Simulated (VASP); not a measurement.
# Li2TaO3 (P4mm) in VASP: a series of runs

Li2TaO3 is run at these levels: PBE; tasks: single point, relaxation of cell and atoms.

Program: VASP 6.6.1. These are calculated values, not measurements. Logs are shortened: lines on timing, memory, paths and dates and some standing lists are left out, and cuts for length are marked.

## (1) The cell of the first run

It takes space group P4mm (No. 99, tetragonal). Conventional cell: a = 2.869 Å, b = 2.869 Å, c = 8.903 Å, α = 90.00°, β = 90.00°, γ = 90.00°. Within 2.4 Å of Li (site symmetry 4mm) lie 5 O at 1.80 to 2.25 Å. Li (site symmetry 4mm) has 4 O at 2.04 Å within 2.7 Å. Within 2.4 Å of Ta (site symmetry 4mm) lie 5 O at 1.80 to 2.17 Å. O (site symmetry 4mm) has 5 Li at 1.80 to 2.04 Å within 2.4 Å. Within 2.9 Å of O (site symmetry 4mm) lie 4 Ta at 2.17 Å and 4 O at 2.87 Å. Within 2.4 Å of O (site symmetry 4mm) lie 1 Ta at 1.80 Å and 4 Li at 2.25 Å.

The cell was generated, and may not be a known phase.

## (2) Single point, PBE

INCAR

```
SYSTEM = Li2TaO3
  PREC = Accurate
  ENCUT = 880
  EDIFF = 1E-6
  ISMEAR = 0
  SIGMA = 0.1
  LREAL = .FALSE.
  LASPH = .TRUE.
  NELM = 120
  ALGO = Normal
  ISIF = 2
  LWAVE = .FALSE.
  LCHARG = .FALSE.
  GGA = PE
  NBANDS = 28
  GGA_COMPAT = .FALSE.
```

KPOINTS

```
regular mesh
0
G
  6 6 2
  0 0 0
```

POSCAR

```
Li2TaO3
1.0
    2.8688479539      0.0000000000      0.0000000000
    0.0000000000      2.8688479539      0.0000000000
    0.0000000000      0.0000000000      8.9032219953
Li Ta O
2 1 3
Direct
    0.0000000000      0.0000000000      0.8525228887
    0.5000000000      0.5000000000      0.6235412202
    0.5000000000      0.5000000000      0.1635751149
    0.0000000000      0.0000000000      0.6504327516
    0.0000000000      0.0000000000      0.2487951261
    0.5000000000      0.5000000000      0.9611329085
```

Potentials or basis: VASP PAW PBE potentials, release 64 (Li_sv, Ta_sv_GW, O).

Run with:

```sh
cat potpaw_PBE.64/Li_sv/POTCAR potpaw_PBE.64/Ta_sv_GW/POTCAR potpaw_PBE.64/O/POTCAR > POTCAR
mpirun -np 1 vasp_std > vasp.out
```

OUTCAR:

```text
SYSTEM = Li2TaO3
   PREC = Accurate
   ENCUT = 880
   EDIFF = 1E-6
   ISMEAR = 0
   LREAL = .FALSE.
   LASPH = .TRUE.
   NELM = 120
   ISIF = 2
   GGA = PE

 ion  position               nearest neighbor table
   1  0.000  0.000  0.853-   4 1.80   6 2.25   6 2.25   6 2.25   6 2.25
   2  0.500  0.500  0.624-   4 2.04   4 2.04   4 2.04   4 2.04
   3  0.500  0.500  0.164-   6 1.80   5 2.17   5 2.17   5 2.17   5 2.17
   4  0.000  0.000  0.650-   1 1.80   2 2.04   2 2.04   2 2.04   2 2.04
   5  0.000  0.000  0.249-   3 2.17   3 2.17   3 2.17   3 2.17
   6  0.500  0.500  0.961-   3 1.80   1 2.25   1 2.25   1 2.25   1 2.25

  LATTYP: Found a simple tetragonal cell.
 ALAT       =     2.8688479539
 C/A-ratio  =     3.1034136833

  Lattice vectors:

 A1 = (   2.8688479539,   0.0000000000,   0.0000000000)
 A2 = (   0.0000000000,   2.8688479539,   0.0000000000)
 A3 = (   0.0000000000,   0.0000000000,   8.9032219953)

Analysis of symmetry for initial positions (statically):
=====================================================================
 Subroutine PRICEL returns:
 Original cell was already a primitive cell.

 Routine SETGRP: Setting up the symmetry group for a
 simple tetragonal supercell.

 Subroutine GETGRP returns: Found  8 space group operations
 (whereof  8 operations were pure point group operations)
 out of a pool of 16 trial point group operations.

The static configuration has the point symmetry C_4v.

Analysis of symmetry for dynamics (positions and initial velocities):
=====================================================================
 Subroutine PRICEL returns:
 Original cell was already a primitive cell.

 Routine SETGRP: Setting up the symmetry group for a
 simple tetragonal supercell.

 Subroutine GETGRP returns: Found  8 space group operations
 (whereof  8 operations were pure point group operations)
 out of a pool of 16 trial point group operations.

The dynamic configuration has the point symmetry C_4v.

 Subroutine INISYM returns: Found  8 space group operations
 (whereof  8 operations are pure point group operations),
 and found     1 'primitive' translations

----------------------------------------------------------------------------------------

                                     Primitive cell

  volume of cell :      73.2761

  direct lattice vectors                    reciprocal lattice vectors
     2.868847954  0.000000000  0.000000000     0.348571976  0.000000000  0.000000000
     0.000000000  2.868847954  0.000000000     0.000000000  0.348571976  0.000000000
     0.000000000  0.000000000  8.903221995     0.000000000  0.000000000  0.112318889

  length of vectors
     2.868847954  2.868847954  8.903221995     0.348571976  0.348571976  0.112318889

  position of ions in fractional coordinates (direct lattice)
     0.000000000  0.000000000  0.852522889
     0.500000000  0.500000000  0.623541220
     0.500000000  0.500000000  0.163575115
     0.000000000  0.000000000  0.650432752
     0.000000000  0.000000000  0.248795126
     0.500000000  0.500000000  0.961132908

  ion indices of the primitive-cell ions
   primitive index   ion index
                 1           1
                 2           2
                 3           3
                 4           4
                 5           5
                 6           6

----------------------------------------------------------------------------------------

 KPOINTS: regular mesh

Automatic generation of k-mesh.
 Grid dimensions read from file:
 generate k-points for:    6    6    2

 Generating k-lattice:

  Cartesian coordinates                     Fractional coordinates (reciprocal lattice)
     0.058095329  0.000000000  0.000000000     0.166666667  0.000000000  0.000000000
     0.000000000  0.058095329  0.000000000     0.000000000  0.166666667  0.000000000
     0.000000000  0.000000000  0.056159444     0.000000000  0.000000000  0.500000000

  Length of vectors
     0.058095329  0.058095329  0.056159444

  Shift w.r.t. Gamma in fractional coordinates (k-lattice)
     0.000000000  0.000000000  0.000000000

 Subroutine IBZKPT returns following result:
 ===========================================

 Found     20 irreducible k-points:

 Following reciprocal coordinates:
            Coordinates               Weight
  0.000000  0.000000  0.000000      1.000000
  0.166667  0.000000  0.000000      4.000000
  0.333333  0.000000  0.000000      4.000000
  0.500000  0.000000  0.000000      2.000000
  0.166667  0.166667  0.000000      4.000000
  0.333333  0.166667  0.000000      8.000000
[... 12 lines left out ...]
  0.500000  0.333333  0.500000      4.000000
  0.500000  0.500000  0.500000      1.000000
   k-points           NKPTS =     20   k-points in BZ     NKDIM =     20   number of bands    NBANDS=     28
   number of dos      NEDOS =    301   number of ions     NIONS =      6
   total plane-waves  NPLWV =  70560
   dimension x,y,z NGX =    28 NGY =   28 NGZ =   90
   dimension x,y,z NGXF=    56 NGYF=   56 NGZF=  180
   ions per type =               2   1   3
   NGX,Y,Z   is equivalent  to a cutoff of  16.23, 16.23, 16.81 a.u.
   NGXF,Y,Z  is equivalent  to a cutoff of  32.45, 32.45, 33.61 a.u.
 SYSTEM =  Li2TaO3
   PREC   = accura    normal or accurate (medium, high low for compatibility)
   ISTART =      0    job   : 0-new  1-cont  2-samecut
   ICHARG =      2    charge: 1-file 2-atom 10-const
   ISPIN  =      1    spin polarized calculation?
   LNONCOLLINEAR =      F non collinear calculations
   LSORBIT =      F    spin-orbit coupling
   LASPH  =      T    aspherical Exc in radial PAW
   ENCUT  =  880.0 eV  64.68 Ry    8.04 a.u.   6.94  6.94 21.54*2*pi/ulx,y,z
   NELM   =    120;   NELMIN=  2; NELMDL= -5     # of ELM steps
   EDIFF  = 0.1E-05   stopping-criterion for ELM
   LREAL  =      F    real-space projection
   EDIFFG = 0.1E-04   stopping-criterion for IOM
   NSW    =      0    number of steps for IOM
   IBRION =     -1    ionic relax: 0-MD 1-quasi-New 2-CG
   NFREE  =      0    steps in history (QN), initial steepest desc. (CG)
   ISIF   =      2    stress and relaxation
   ISYM   =      2    0-nonsym 1-usesym 2-fastsym
   POTIM  = 0.5000    time-step for ionic-motion
   TEBEG  =    0.0;   TEEND  =   0.0 temperature during run
   PSTRESS=    0.0 pullay stress
   NELECT =      37.0000    total number of electrons
   NUPDOWN=      -1.0000    fix difference up-down
   EMIN   =  10.00;   EMAX   =-10.00  energy-range for DOS
   EFERMI =   0.00;   METHOD = LEGACY
   ISMEAR =     0;   SIGMA  =   0.10  broadening in eV -4-tet -1-fermi 0-gaus
   EFERMI_NEDOS =   21; number of points for ismear=-14 and -15
   IALGO  =     38    algorithm
   IMIX   =      4    mixing-type and parameters
     AMIX     =   0.40;   BMIX     =  1.00
     AMIX_MAG =   1.60;   BMIX_MAG =  1.00
  volume/ion in A,a.u.               =      12.21        82.42
  Fermi-wavevector in a.u.,A,eV,Ry     =   1.303631  2.463505 23.122469  1.699454
  Thomas-Fermi vector in A             =   2.434620
   LORBIT       =      0    0 simple, 1 ext, 2 COOP (PROOUT), +10 PAW based schemes
   GGA     = PE    functional components
   LHFCALC =     F    Hartree Fock is set to
   AEXX    =    0.0000 exact exchange contribution
   IVDW    =     0    specifies the selected vdW correction
   LEPSILON=     F    determine dielectric tensor
   LRPA    =     F    only Hartree local field effects (RPA)
 non-spin polarized calculation
 Gauss-broadening in eV      SIGMA  =   0.10
  energy-cutoff  :      880.00
  volume of cell :       73.28
 maximum number of plane-waves:      4372
 NGX is ok and might be reduce to    28
   NGX = 13   NGY = 13   NGZ = 43

 number of electron      36.9999995 magnetization

 Free energy of the ion-electron system (eV)
  ---------------------------------------------------
  ext. energy  EPLUGINS =         0.00000000
  ---------------------------------------------------
  free energy    TOTEN  =       -43.44948697 eV

  energy without entropy =      -43.43808947  energy(sigma->0) =      -43.44378822

 E-fermi :   4.0210     XC(G=0):  -9.6528

 val. band max:        3.9596202927   @ k =   0.5000   0.1667   0.0000
 cond. band min:       4.0317851747   @ k =   0.1667   0.0000   0.0000
 fundamental gap:      0.0721648820
 Fermi energy:         4.0210385156

 k-point     1 :       0.0000    0.0000    0.0000
  band No.  band energies     occupation
      1     -65.5100      2.00000
      2     -40.7971      2.00000
      3     -39.0343      2.00000
      4     -32.5075      2.00000
      5     -31.5804      2.00000
      6     -31.5804      2.00000
[... 20 lines left out ...]
     27      11.9174      0.00000
     28      16.0745      0.00000

 k-point     2 :       0.1667    0.0000    0.0000
  band No.  band energies     occupation
      1     -65.4972      2.00000
      2     -40.7935      2.00000
      3     -39.0301      2.00000
      4     -32.4806      2.00000
      5     -31.8243      2.00000
      6     -31.5567      2.00000
[... 20 lines left out ...]
     27      12.5042      0.00000
     28      15.7294      0.00000

 k-point     3 :       0.3333    0.0000    0.0000
  band No.  band energies     occupation
      1     -65.4716      2.00000
      2     -40.7864      2.00000
      3     -39.0216      2.00000
      4     -32.4279      2.00000
      5     -32.2820      2.00000
      6     -31.5088      2.00000
[... 20 lines left out ...]
     27      13.7540      0.00000
     28      14.3346      0.00000

 k-point     4 :       0.5000    0.0000    0.0000
  band No.  band energies     occupation
      1     -65.4588      2.00000
      2     -40.7828      2.00000
      3     -39.0174      2.00000
      4     -32.5051      2.00000
      5     -32.3946      2.00000
      6     -31.4846      2.00000
[... 454 lines left out ...]
     27      13.2572      0.00000
     28      13.6782      0.00000

 k-point    19 :       0.5000    0.3333    0.5000
  band No.  band energies     occupation
      1     -65.4218      2.00000
      2     -40.7733      2.00000
      3     -39.0064      2.00000
      4     -32.3491      2.00000
      5     -32.3250      2.00000
      6     -32.1009      2.00000
[... 20 lines left out ...]
     27      13.4023      0.00000
     28      13.8203      0.00000

 k-point    20 :       0.5000    0.5000    0.5000
  band No.  band energies     occupation
      1     -65.4094      2.00000
      2     -40.7702      2.00000
      3     -39.0027      2.00000
      4     -32.3007      2.00000
      5     -32.2954      2.00000
      6     -32.2954      2.00000
[... 20 lines left out ...]
     27      13.0441      0.00000
     28      14.5598      0.00000

------------------------ aborting loop because EDIFF is reached ----------------------------------------

  FORCE on cell =-STRESS in cart. coord.  units (eV):
  Direction    XX          YY          ZZ          XY          YZ          ZX
  --------------------------------------------------------------------------------------
  -------------------------------------------------------------------------------------
  Total        0.0181478      0.0181478      0.4914328      0.0000000      0.0000000      0.0000000
  in kB        0.3968014      0.3968014     10.7451483      0.0000000      0.0000000      0.0000000
  external PRESSURE =       3.8462504 kB  Pullay stress =       0.0000000 kB

 VOLUME and BASIS-vectors are now :
 -----------------------------------------------------------------------------
  energy-cutoff  :      880.00
  volume of cell :       73.28
      direct lattice vectors                 reciprocal lattice vectors
     2.868847954  0.000000000  0.000000000     0.348571976  0.000000000  0.000000000
     0.000000000  2.868847954  0.000000000     0.000000000  0.348571976  0.000000000
     0.000000000  0.000000000  8.903221995     0.000000000  0.000000000  0.112318889

 POSITION                                       TOTAL-FORCE (eV/Angst)
 -----------------------------------------------------------------------------------
      0.00000      0.00000      7.59020         0.000000      0.000000      0.033617
      1.43442      1.43442      5.55153         0.000000      0.000000     -0.003370
      1.43442      1.43442      1.45635         0.000000     -0.000000      0.180509
      0.00000      0.00000      5.79095        -0.000000      0.000000     -0.028955
      0.00000      0.00000      2.21508         0.000000      0.000000     -0.001880
      1.43442      1.43442      8.55718         0.000000     -0.000000     -0.179920
 -----------------------------------------------------------------------------------
    total drift:                                0.000000      0.000000     -0.001756

  FREE ENERGIE OF THE ION-ELECTRON SYSTEM (eV)
  ---------------------------------------------------
  free  energy   TOTEN  =       -43.4494869721 eV

  energy  without entropy=      -43.4380894686  energy(sigma->0) =      -43.44378822
```

Wall time 79 s (1 thread of AMD EPYC 9R45 (Zen 5), shared host); peak memory 0.28 GiB.

Results:

```
Free energy            : -43.4495 eV
Pressure               : 0.4 GPa
Largest force          : 0.181 eV/Å
Band gap on the k mesh : zero (an odd number of electrons rules out a gap without spin polarisation)
```

Forces in eV/Å, atoms in the order of the input:
```
Li   0.000  0.000  0.034
Li   0.000  0.000 -0.003
Ta   0.000  0.000  0.181
O    0.000  0.000 -0.029
O    0.000  0.000 -0.002
O    0.000  0.000 -0.180
```

Stress tensor (GPa, compression positive):
```
0.04 0.00 0.00
0.00 0.04 0.00
0.00 0.00 1.07
```

Levels at points of the mesh, in eV from the Fermi level:
```
           k point  band 14  band 15  band 16  band 17  band 18  band 19  band 20  band 21  band 22  band 23
(0.00, 0.00, 0.00)    -4.07    -3.82    -3.82    -1.87    -0.09    -0.09     0.13     2.89     3.01     3.69
(0.50, 0.00, 0.00)    -5.30    -3.70    -2.30    -1.03    -0.50     0.34     0.70     2.89     3.77     4.19
(0.50, 0.50, 0.00)    -5.79    -5.19    -2.38    -2.38    -0.45     1.92     1.92     2.45     4.42     5.49
(0.00, 0.00, 0.50)    -4.07    -3.82    -3.82    -1.90    -0.09    -0.09     0.14     2.89     3.32     3.69
(0.50, 0.00, 0.50)    -5.31    -3.70    -2.26    -1.01    -0.53     0.34     0.69     2.89     3.57     4.19
(0.50, 0.50, 0.50)    -5.79    -5.19    -2.38    -2.38    -0.45     1.91     1.91     2.44     4.40     5.49
```

Caveat: the k points lie up to 0.37 Å⁻¹ apart, too coarse for converged energies and pressures of a metal; spin-orbit coupling is left out, which moves the levels of the heavy elements; an odd number of electrons without spin polarisation forces a metal; a magnetic or distorted state may lie lower.

[end of part 1 of 2]

The gap in the log of VASP goes by the Fermi energy; the results here count the filled bands.